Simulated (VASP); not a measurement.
# Cu (Fm-3m) in VASP: notebook

Cu is run at these levels: PBEsol; tasks: single point, relaxation of cell and atoms.

All numbers are computed with VASP 6.6.1; they aren't measurements. Logs are shortened: lines on timing, memory, paths and dates and some standing lists are left out, and cuts for length are marked.

**1. The cell of the first run**

Symmetry: Fm-3m, No. 225, cubic system. The conventional cell has a = 3.577 Å, b = 3.577 Å, c = 3.577 Å, α = 90.00°, β = 90.00°, γ = 90.00°. Cu (site symmetry m-3m) has 12 Cu at 2.53 Å within 3.3 Å.

**2. Single point, PBEsol**

Contents of INCAR:

```
PREC = Accurate ; ENCUT = 520
EDIFF = 1E-6 ; ISMEAR = 0
SIGMA = 0.1 ; LREAL = False
LASPH = True ; NELM = 100
ALGO = Normal ; ISIF = 2
LWAVE = False ; LCHARG = True
GGA = PS ; LELF = True
LVHAR = True ; NBANDS = 12
```

Contents of KPOINTS:

```
regular mesh
0
Gamma
  8 8 8
```

Contents of POSCAR:

```
Cu
1.0
    0.0000000000      1.7887153358      1.7887153358
    1.7887153358      0.0000000000      1.7887153358
    1.7887153358      1.7887153358      0.0000000000
Cu
1
Direct
    0.0000000000      0.0000000000      0.0000000000
```

Potentials or basis: VASP PAW PBE potentials, release 64 (Cu).

Run with:

```bash
> cat potpaw_PBE.64/Cu/POTCAR > POTCAR
> mpirun -np 1 vasp_std > vasp.out
```

OUTCAR:

```text
PREC = Accurate
   ENCUT = 520
   EDIFF = 1E-6
   ISMEAR = 0
   LREAL = False
   LASPH = True
   NELM = 100
   ISIF = 2
   GGA = PS

 ion  position               nearest neighbor table
   1  0.000  0.000  0.000-

  LATTYP: Found a face centered cubic cell.
 ALAT       =     3.5774306716

  Lattice vectors:

 A1 = (   0.0000000000,   1.7887153358,   1.7887153358)
 A2 = (   1.7887153358,   0.0000000000,   1.7887153358)
 A3 = (   1.7887153358,   1.7887153358,   0.0000000000)

Analysis of symmetry for initial positions (statically):
=====================================================================
 Subroutine PRICEL returns:
 Original cell was already a primitive cell.

 Routine SETGRP: Setting up the symmetry group for a
 face centered cubic supercell.

 Subroutine GETGRP returns: Found 48 space group operations
 (whereof 48 operations were pure point group operations)
 out of a pool of 48 trial point group operations.

The static configuration has the point symmetry O_h .

Analysis of symmetry for dynamics (positions and initial velocities):
=====================================================================
 Subroutine PRICEL returns:
 Original cell was already a primitive cell.

 Routine SETGRP: Setting up the symmetry group for a
 face centered cubic supercell.

 Subroutine GETGRP returns: Found 48 space group operations
 (whereof 48 operations were pure point group operations)
 out of a pool of 48 trial point group operations.

The dynamic configuration has the point symmetry O_h .

 Subroutine INISYM returns: Found 48 space group operations
 (whereof 48 operations are pure point group operations),
 and found     1 'primitive' translations

----------------------------------------------------------------------------------------

                                     Primitive cell

  volume of cell :      11.4460

  direct lattice vectors                    reciprocal lattice vectors
     0.000000000  1.788715336  1.788715336    -0.279530225  0.279530225  0.279530225
     1.788715336  0.000000000  1.788715336     0.279530225 -0.279530225  0.279530225
     1.788715336  1.788715336  0.000000000     0.279530225  0.279530225 -0.279530225

  length of vectors
     2.529625487  2.529625487  2.529625487     0.484160552  0.484160552  0.484160552

  position of ions in fractional coordinates (direct lattice)
     0.000000000  0.000000000  0.000000000

  ion indices of the primitive-cell ions
   primitive index   ion index
                 1           1

----------------------------------------------------------------------------------------

 KPOINTS: regular mesh

Automatic generation of k-mesh.
 Grid dimensions read from file:
 generate k-points for:    8    8    8

 Generating k-lattice:

  Cartesian coordinates                     Fractional coordinates (reciprocal lattice)
    -0.034941278  0.034941278  0.034941278     0.125000000  0.000000000  0.000000000
     0.034941278 -0.034941278  0.034941278     0.000000000  0.125000000  0.000000000
     0.034941278  0.034941278 -0.034941278     0.000000000  0.000000000  0.125000000

  Length of vectors
     0.060520069  0.060520069  0.060520069

  Shift w.r.t. Gamma in fractional coordinates (k-lattice)
     0.000000000  0.000000000  0.000000000

 Subroutine IBZKPT returns following result:
 ===========================================

 Found     29 irreducible k-points:

 Following reciprocal coordinates:
            Coordinates               Weight
  0.000000  0.000000  0.000000      1.000000
  0.125000  0.000000  0.000000      8.000000
  0.250000  0.000000  0.000000      8.000000
  0.375000  0.000000  0.000000      8.000000
  0.500000  0.000000  0.000000      4.000000
  0.125000  0.125000  0.000000      6.000000
[... 16 lines left out ...]
  0.500000  0.250000  0.125000     48.000000
 -0.375000  0.250000  0.125000     24.000000
 [... further k-points ...]
   k-points           NKPTS =     29   k-points in BZ     NKDIM =     29   number of bands    NBANDS=     12
   number of dos      NEDOS =    301   number of ions     NIONS =      1
   total plane-waves  NPLWV =   8000
   dimension x,y,z NGX =    20 NGY =   20 NGZ =   20
   dimension x,y,z NGXF=    40 NGYF=   40 NGZF=   40
   ions per type =               1
   NGX,Y,Z   is equivalent  to a cutoff of  13.14, 13.14, 13.14 a.u.
   NGXF,Y,Z  is equivalent  to a cutoff of  26.29, 26.29, 26.29 a.u.
 SYSTEM =  unknown system
   PREC   = accura    normal or accurate (medium, high low for compatibility)
   ISTART =      0    job   : 0-new  1-cont  2-samecut
   ICHARG =      2    charge: 1-file 2-atom 10-const
   ISPIN  =      1    spin polarized calculation?
   LNONCOLLINEAR =      F non collinear calculations
   LSORBIT =      F    spin-orbit coupling
   LASPH  =      T    aspherical Exc in radial PAW
   ENCUT  =  520.0 eV  38.22 Ry    6.18 a.u.   4.70  4.70  4.70*2*pi/ulx,y,z
   NELM   =    100;   NELMIN=  2; NELMDL= -5     # of ELM steps
   EDIFF  = 0.1E-05   stopping-criterion for ELM
   LREAL  =      F    real-space projection
   EDIFFG = 0.1E-04   stopping-criterion for IOM
   NSW    =      0    number of steps for IOM
   IBRION =     -1    ionic relax: 0-MD 1-quasi-New 2-CG
   NFREE  =      0    steps in history (QN), initial steepest desc. (CG)
   ISIF   =      2    stress and relaxation
   ISYM   =      2    0-nonsym 1-usesym 2-fastsym
   POTIM  = 0.5000    time-step for ionic-motion
   TEBEG  =    0.0;   TEEND  =   0.0 temperature during run
   PSTRESS=    0.0 pullay stress
   NELECT =      11.0000    total number of electrons
   NUPDOWN=      -1.0000    fix difference up-down
   EMIN   =  10.00;   EMAX   =-10.00  energy-range for DOS
   EFERMI =   0.00;   METHOD = LEGACY
   ISMEAR =     0;   SIGMA  =   0.10  broadening in eV -4-tet -1-fermi 0-gaus
   EFERMI_NEDOS =   21; number of points for ismear=-14 and -15
   IALGO  =     38    algorithm
   IMIX   =      4    mixing-type and parameters
     AMIX     =   0.40;   BMIX     =  1.00
     AMIX_MAG =   1.60;   BMIX_MAG =  1.00
  volume/ion in A,a.u.               =      11.45        77.24
  Fermi-wavevector in a.u.,A,eV,Ry     =   1.615553  3.052952 35.511355  2.610011
  Thomas-Fermi vector in A             =   2.710282
   LORBIT       =      0    0 simple, 1 ext, 2 COOP (PROOUT), +10 PAW based schemes
   GGA     = PS    functional components
   LHFCALC =     F    Hartree Fock is set to
   AEXX    =    0.0000 exact exchange contribution
   IVDW    =     0    specifies the selected vdW correction
   LEPSILON=     F    determine dielectric tensor
   LRPA    =     F    only Hartree local field effects (RPA)
 non-spin polarized calculation
 Gauss-broadening in eV      SIGMA  =   0.10
  energy-cutoff  :      520.00
  volume of cell :       11.45
 maximum number of plane-waves:       331
   NGX =  9   NGY =  9   NGZ =  9

 number of electron      11.0000012 magnetization

 Free energy of the ion-electron system (eV)
  ---------------------------------------------------
  ext. energy  EPLUGINS =         0.00000000
  ---------------------------------------------------
  free energy    TOTEN  =        -4.27584235 eV

  energy without entropy =       -4.27254811  energy(sigma->0) =       -4.27419523

 E-fermi :   7.7316     XC(G=0): -13.0906

 val. band max:        7.6586196185   @ k =   0.5000   0.2500   0.1250
 cond. band min:       7.8951059429   @ k =   0.5000   0.1250   0.0000
 fundamental gap:      0.2364863244
 Fermi energy:         7.7316434611

 k-point     1 :       0.0000    0.0000    0.0000
  band No.  band energies     occupation
      1      -1.8364      2.00000
      2       4.6817      2.00000
      3       4.6817      2.00000
      4       4.6817      2.00000
      5       5.5559      2.00000
      6       5.5559      2.00000
      7      30.6270      0.00000
      8      33.4870      0.00000
      9      33.4870      0.00000
     10      33.4870      0.00000
     11      35.9950      0.00000
     12      35.9950      0.00000

 k-point     2 :       0.1250    0.0000    0.0000
  band No.  band energies     occupation
      1      -1.2605      2.00000
      2       4.5647      2.00000
      3       4.7801      2.00000
      4       4.7801      2.00000
      5       5.5248      2.00000
      6       5.5248      2.00000
      7      26.9156      0.00000
      8      31.3226      0.00000
      9      32.2731      0.00000
     10      32.2731      0.00000
     11      37.8839      0.00000
     12      37.8934      0.00000

 k-point     3 :       0.2500    0.0000    0.0000
  band No.  band energies     occupation
      1       0.3307      2.00000
      2       4.4082      2.00000
      3       4.8471      2.00000
      4       4.8471      2.00000
      5       5.6404      2.00000
      6       5.6404      2.00000
      7      20.4759      0.00000
      8      30.5411      0.00000
      9      31.0501      0.00000
     10      31.0501      0.00000
     11      36.7644      0.00000
     12      36.7644      0.00000
[... 286 lines left out ...]
 k-point    23 :       0.5000    0.2500    0.1250
  band No.  band energies     occupation
      1       3.0002      2.00000
      2       4.0569      2.00000
      3       4.3911      2.00000
      4       5.2599      2.00000
      5       5.9060      2.00000
      6       7.6586      1.69826
      7      15.9558      0.00000
      8      21.5003      0.00000
      9      24.4750      0.00000
     10      32.0787      0.00000
     11      35.6735      0.00000
     12      39.5874      0.00000

 k-point    24 :      -0.3750    0.2500    0.1250
  band No.  band energies     occupation
      1       3.3248      2.00000
      2       4.0503      2.00000
      3       4.5986      2.00000
      4       5.1533      2.00000
      5       6.0922      2.00000
      6       9.9095      0.00000
      7      12.1845      0.00000
      8      22.1972      0.00000
      9      22.6795      0.00000
     10      31.7690      0.00000
     11      35.5619      0.00000
     12      43.0867      0.00000

 [... further k-points ...]
[... 5 lines left out ...]
  --------------------------------------------------------------------------------------
  -------------------------------------------------------------------------------------
  Total       -0.0204212     -0.0204212     -0.0204212      0.0000000      0.0000000      0.0000000
  in kB       -2.8584997     -2.8584997     -2.8584997      0.0000000      0.0000000      0.0000000
  external PRESSURE =      -2.8584997 kB  Pullay stress =       0.0000000 kB

 VOLUME and BASIS-vectors are now :
 -----------------------------------------------------------------------------
  energy-cutoff  :      520.00
  volume of cell :       11.45
      direct lattice vectors                 reciprocal lattice vectors
     0.000000000  1.788715336  1.788715336    -0.279530225  0.279530225  0.279530225
     1.788715336  0.000000000  1.788715336     0.279530225 -0.279530225  0.279530225
     1.788715336  1.788715336  0.000000000     0.279530225  0.279530225 -0.279530225

 POSITION                                       TOTAL-FORCE (eV/Angst)
 -----------------------------------------------------------------------------------
      0.00000      0.00000      0.00000        -0.000000      0.000000     -0.000000
 -----------------------------------------------------------------------------------
    total drift:                                0.000000      0.000000      0.000000

  FREE ENERGIE OF THE ION-ELECTRON SYSTEM (eV)
  ---------------------------------------------------
  free  energy   TOTEN  =        -4.2758423478 eV

  energy  without entropy=       -4.2725481074  energy(sigma->0) =       -4.27419523
```

Wall time 2.4 s (1 thread of Intel Xeon 6975P-C (Granite Rapids), shared host); peak memory 0.12 GiB.

Results:

```
Free energy : -4.2758 eV
Pressure    : -0.3 GPa
```

Levels at points of the mesh, in eV from the Fermi level:
```csv
k point,band 3,band 4,band 5,band 6,band 7,band 8,band 9,band 10
"(0.00, 0.00, 0.00)",-3.05,-3.05,-2.18,-2.18,22.90,25.76,25.76,25.76
"(0.50, 0.00, 0.00)",-3.08,-1.58,-1.58,-1.07,3.97,21.37,22.57,22.57
"(0.50, 0.50, 0.00)",-1.60,-1.43,-1.43,1.50,7.38,13.34,13.34,17.94
```

Caveat: the k points lie up to 0.38 Å⁻¹ apart; the PAW data sets were made with another functional, which shifts forces and pressure a little.

**3. Single point, PBEsol**

This run uses another cell than the first one, of 11.31 Å³/atom, 0.988 times its volume.

Contents of INCAR:

```
SYSTEM = Cu
  ALGO = Normal
  EDIFF = 1E-7
  ENCUT = 520
  GGA = PS
  ISIF = 2
  ISMEAR = 0
  LASPH = .True.
  LCHARG = .False.
  LREAL = .False.
  LWAVE = .False.
  NBANDS = 12
  NELM = 60
  PREC = Accurate
  SIGMA = 0.1
```

Contents of KPOINTS:

```
k-points
0
Gamma
  20 20 20
  0 0 0
```

Contents of POSCAR:

```
Cu
1.0
    0.0000000000      1.7817061894      1.7817061894
    1.7817061894      0.0000000000      1.7817061894
    1.7817061894      1.7817061894      0.0000000000
Cu
1
Direct
    0.0000000000      0.0000000000      0.0000000000
```

Potentials or basis: VASP PAW PBE potentials, release 64 (Cu).

Run with:

```bash
> cat potpaw_PBE.64/Cu/POTCAR > POTCAR
> mpirun -np 1 vasp_std > vasp.out
```

Wall time 12 s (1 thread of Intel Xeon 6975P-C (Granite Rapids), shared host); peak memory 0.14 GiB.

It converged, with:

```yaml
Free_energy: -4.3099 eV
Pressure: 0.7 GPa
```

Levels at points of the mesh, in eV from the Fermi level:
```csv
k point,band 3,band 4,band 5,band 6,band 7,band 8,band 9,band 10
"(0.00, 0.00, 0.00)",-3.13,-3.13,-2.24,-2.24,22.96,25.91,25.91,25.91
"(0.50, 0.00, 0.00)",-3.16,-1.63,-1.63,-1.13,3.99,21.43,22.73,22.73
"(0.50, 0.50, 0.00)",-1.65,-1.48,-1.48,1.46,7.44,13.40,13.40,18.03
```

Caveat: the PAW data sets were made with another functional, which shifts forces and pressure a little.

[end of part 1 of 2]
